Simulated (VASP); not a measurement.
PtS2, 3 atoms in the cell. The typed cell holds 3 atoms: a = 3.573 Å, b = 3.566 Å, c = 4.737 Å, α = 89.89°, β = 89.71°, γ = 119.78°.  This cell differs from its parent crystal: equal xy, yz and zx engineering shears of +0.5 %.

* Program: VASP 6.6.1
* Task: single point
* Functional: PBEsol
* Potentials or basis: VASP PAW PBE potentials, release 64 (Pt, S)
* Cutoff: 520 eV
* k mesh: 10 × 10 × 6
* Occupations: gaussian, width 0.01 eV
* Spin: no spin polarisation
* Dipole correction: no
* Further INCAR settings: ALGO = Normal; EDIFF = 1e-07; NBANDS = 18

Potentials or basis: VASP PAW PBE potentials, release 64 (Pt, S).

The run is started by

```console
$ cat potpaw_PBE.64/Pt/POTCAR potpaw_PBE.64/S/POTCAR > POTCAR
$ mpirun -np 1 vasp_std > vasp.out
```

Hardware: 1 thread of Oxide Virtual Turin-like Processor, on a shared host.

Estimate the wall time of this run.

It took 7.5 min on 1 thread of Oxide Virtual Turin-like Processor (shared host), peak memory 0.35 GiB. Counts: scf iterations 14, k points 304.
